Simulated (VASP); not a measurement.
Wanted: the native input for a VASP 6.6.1 run.

| Quantity | Value |
| --- | --- |
| Task | single point |
| Functional | PBE |
| Potentials or basis | VASP PAW PBE potentials, release 64 (Bi_d, As, S) |
| Cutoff | 520 eV |
| k mesh | 4 × 4 × 4 |
| Occupations | gaussian, width 0.1 eV |
| Spin | no spin polarisation |
| Dipole correction | no |
| Further INCAR settings | ALGO = Normal; EDIFF = 1e-06; NBANDS = 35 |

The structure of BiAsS lies in POSCAR:

```
BiAsS
1.0
    5.4008463929      0.0000000000      0.0000000000
    0.0000000000      5.4008463929      0.0000000000
    0.0000000000      0.0000000000      5.3992729145
Bi As S
2 2 2
Direct
    0.5000000000      0.0000000000      0.2563805880
    0.0000000000      0.5000000000      0.7436194120
    0.5000000000      0.5000000000      0.0000000000
    0.0000000000      0.0000000000      0.0000000000
    0.5000000000      0.5000000000      0.5000000000
    0.0000000000      0.0000000000      0.5000000000
```

The input as run:

INCAR

```
SYSTEM = BiAsS
PREC     = Accurate       ! precision mode
ENCUT    = 520            ! plane-wave cutoff, eV
EDIFF    = 1E-6           ! SCF threshold, eV
ISMEAR   = 0              ! smearing method
SIGMA    = 0.1            ! smearing width, eV
LREAL    = .False.        ! projectors in reciprocal space
LASPH    = .True.         ! aspherical terms in the spheres
NELM     = 60             ! most SCF steps
ALGO     = Normal         ! electronic algorithm
ISIF     = 2              ! what is computed and relaxed
LWAVE    = .False.        ! write WAVECAR
LCHARG   = .True.         ! write CHGCAR
GGA      = PE             ! functional
LELF     = .True.         ! ELF
LVHAR    = .True.       
NBANDS   = 35             ! bands
```

KPOINTS

```
Automatic mesh
0
Gamma
  4 4 4
  0 0 0
```

Potentials or basis: VASP PAW PBE potentials, release 64 (Bi_d, As, S).

Launch:

```bash
$ cat potpaw_PBE.64/Bi_d/POTCAR potpaw_PBE.64/As/POTCAR potpaw_PBE.64/S/POTCAR > POTCAR
$ mpirun -np 1 vasp_std > vasp.out
```

Results of the run:

```yaml
Pressure: 0.0 GPa
Largest_force: 0.006 eV/Å
Band_gap_on_the_k_mesh: zero (band 26 reaches 6.00 eV, above the bottom of band 27 at 4.56 eV)
```

Caveat: spin-orbit coupling is left out, which moves the levels of the heavy elements.

Run time: 64 s on 1 thread of Intel(R) Xeon(R) Platinum 8375C CPU @ 2.90GHz (Ice Lake) (shared host), peak memory 0.28 GiB.
